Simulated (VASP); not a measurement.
Here is a VASP 6.6.1 calculation.

Contents of INCAR:

```
SYSTEM = SiC
ALGO = Normal ; EDIFF = 1E-7
ENCUT = 520 ; GGA = PE
ISIF = 2 ; ISMEAR = 0
LASPH = .TRUE. ; LCHARG = .FALSE.
LREAL = .FALSE. ; LWAVE = .FALSE.
NBANDS = 11 ; NELM = 100
PREC = Accurate ; SIGMA = 0.05
```

Contents of KPOINTS:

```
k-points
0
G
  12 12 12
  0 0 0
```

The input POSCAR:

```
SiC
1.0
    0.0000000000      2.1740000000      2.1740000000
    2.1740000000      0.0000000000      2.1740000000
    2.1740000000      2.1740000000      0.0000000000
Si C
1 1
Direct
    0.0051108965      0.0051108965      0.0051108965
    0.7380493275      0.7380493275      0.7380493275
```

Potentials or basis: VASP PAW PBE potentials, release 64 (Si, C).

Run with:

```bash
$ cat potpaw_PBE.64/Si/POTCAR potpaw_PBE.64/C/POTCAR > POTCAR
$ mpirun -np 1 vasp_std > vasp.out
```

Task: Predict the pressure.

Result: 6.4 GPa.

Task: Estimate the largest force.

Result: 1.890 eV/Å.

Forces in eV/Å, atoms in the order of the input:
```
Si  -1.091 -1.091 -1.091
C    1.091  1.091  1.091
```

Caveat: the cell differs from its parent crystal (mode 4 (793.9 1/cm) frozen in, largest displacement -0.090 Å); forces of over 1 eV/Å act on the atoms, so gaps and moduli don't describe the material at rest.
